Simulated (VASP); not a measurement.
# Ag: single point with BLYP+D3(BJ)

The system is Ag.

```
CELL_PARAMETERS angstrom
0.00000 2.06963 2.06963
2.06963 0.00000 2.06963
2.06963 2.06963 0.00000
ATOMIC_POSITIONS crystal
Ag 0.00000 0.00000 0.00000
```

```yaml
Program: VASP 6.6.1
Task: single point
Functional: BLYP
Dispersion: D3(BJ)
Potentials_or_basis: VASP PAW PBE potentials, release 64 (Ag)
Cutoff: 520 eV
k_mesh: 11 × 11 × 11
Occupations: fermi-dirac, width 0.05 eV
Spin: no spin polarisation
```

The pressure is -4.5 GPa and the dispersion energy per atom is -1.292 eV.

Levels at points of the mesh, in eV from the Fermi level:
```tsv
k point	band 3	band 4	band 5	band 6	band 7	band 8	band 9	band 10
(0.00, 0.00, 0.00)	-5.09	-5.09	-4.13	-4.13	15.87	18.98	18.98	18.98
```

Run time: 13 s on 1 thread of AMD EPYC 7R13 Processor (Zen 3), on a shared host, peak memory 0.12 GiB.

Caveat: the PAW data sets were made with another functional, which shifts forces and pressure a little; pairwise dispersion overbinds metals, which lowers pressure and volume.
